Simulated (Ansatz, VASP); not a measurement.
Ta: VASP beside Ansatz

```xyz
1
Lattice="0.0000 2.1517 2.1517 2.1517 0.0000 2.1517 2.1517 2.1517 0.0000" Properties=species:S:1:pos:R:3 pbc="T T T"
Ta    0.0000    0.0000    0.0000
```

Alike in both runs: task single point; functional RPBE; k mesh 14 × 14 × 14; occupations fermi-dirac, width 0.1 eV; no spin polarisation.

|  | VASP | Ansatz |
| --- | --- | --- |
| version | VASP 6.6.1 | Ansatz 0.2.0 |
| potentials or method | VASP PAW PBE potentials, release 64 (Ta_pv), cutoff 520 eV | plane waves (420 eV) with PAW, scalar-relativistic |
| valence electrons in the cell | 11 | 13 |

|  | VASP | Ansatz | Ansatz less VASP |
| --- | --- | --- | --- |
| pressure (GPa) | -6.6 | -6.5 | +0.06 |

VASP's potentials were made for PBE, not for RPBE. The functional is the same, so the differences come from potentials, cutoffs and numerics. VASP's potentials hold 11 valence electrons a cell and Ansatz's 13, so a difference there can come from the potentials and not from the codes.

Spin-orbit coupling is off throughout.
